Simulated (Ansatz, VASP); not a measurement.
One calculation of AlN, two programs

```
Al N
1.0
     0.00000    2.02262    2.02262
     2.02262    0.00000    2.02262
     2.02262    2.02262    0.00000
Al N
1 1
Direct
  0.50000 0.50000 0.50000
  0.00000 0.00000 0.00000
```

Alike in both runs: functional PBEsol; k mesh 10 × 10 × 10; occupations gaussian, width 0.02 eV; no spin polarisation.

Ansatz relaxed the structure, and its values are those at the end. VASP's run is a single point on that final structure, the one shown.

|  | VASP | Ansatz |
| --- | --- | --- |
| version | VASP 6.6.1 | Ansatz 0.2.0 |
| potentials or method | VASP PAW PBE potentials, release 64 (Al, N), cutoff 600 eV | scalar-relativistic, plane waves, PAW |
| valence electrons in the cell | 8 | 8 |

VASP gave:

* gap on the k mesh at the Fermi level (eV): 4.54
* least direct gap on the mesh (eV): 5.65
* pressure (GPa): -0.3

Estimate Ansatz's values.

gap on the k mesh at the Fermi level (eV): 4.55; least direct gap on the mesh (eV): 5.63; pressure (GPa): 0.0.

VASP's potentials were made for PBE, not for PBEsol. The functional is the same, so the differences come from potentials, cutoffs and numerics.
